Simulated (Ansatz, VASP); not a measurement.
Co: VASP beside Ansatz

INCAR

```
AGGAC = 1.0
AGGAX = 1.0
ALDAC = 0.0
ALDAX = 1.0
ALGO = Normal
EDIFF = 1E-6
ENCUT = 520
GGA = B5
ISIF = 2
ISMEAR = -1
LASPH = True
LCHARG = False
LREAL = False
LWAVE = False
NBANDS = 16
NELM = 100
PREC = Accurate
SIGMA = 0.1
```

KPOINTS

```
k-points
0
Gamma
  12 12 12
```

File POSCAR:

```
Co
1.0
    0.0000000000      2.5014464468      2.5014464468
    2.5014464468      0.0000000000      2.5014464468
    2.5014464468      2.5014464468      0.0000000000
Co
2
Direct
    0.1250000000      0.1250000000      0.1250000000
    0.8750000000      0.8750000000      0.8750000000
```

Input for Ansatz:

```yaml
crystal:
  lattice:
    - [0.0, 2.5014464468, 2.5014464468]
    - [2.5014464468, 0.0, 2.5014464468]
    - [2.5014464468, 2.5014464468, 0.0]
  atoms:
    - { symbol: Co, position: [0.125, 0.125, 0.125] }
    - { symbol: Co, position: [0.875, 0.875, 0.875] }
hamiltonian:
  xc: blyp
  pseudopotentials:
    kind: paw
    azcp:
      Co: "pseudopotentials/Co.paw.azcp"
basis:
  ecutwfc: 420
  fft_grid_basis: typed
kpoints:
  mp_grid: { grid: [12, 12, 12], shift: [0, 0, 0] }
magnetization:
  spin_polarized: false
scf:
  occupations: { method: fermi_dirac, width: 0.1 }
  lower_state_search: "off"
output:
  stress: true
```

Alike in both runs: task single point; functional BLYP; k mesh 12 × 12 × 12; occupations fermi-dirac, width 0.1 eV; no spin polarisation.

```csv
,VASP,Ansatz
version,VASP 6.6.1,Ansatz 0.2.0
potentials or method,"VASP PAW PBE potentials, release 64 (Co), cutoff 520 eV","plane waves (420 eV) with PAW, scalar-relativistic"
valence electrons in the cell,18,34
```

Ansatz gave:

```
pressure (GPa) : 0.0
```

Estimate VASP's values.

pressure (GPa): -0.4.

VASP's potentials were made for PBE, not for BLYP. VASP's potentials hold 18 valence electrons a cell and Ansatz's 34, so a difference there can come from the potentials and not from the codes.
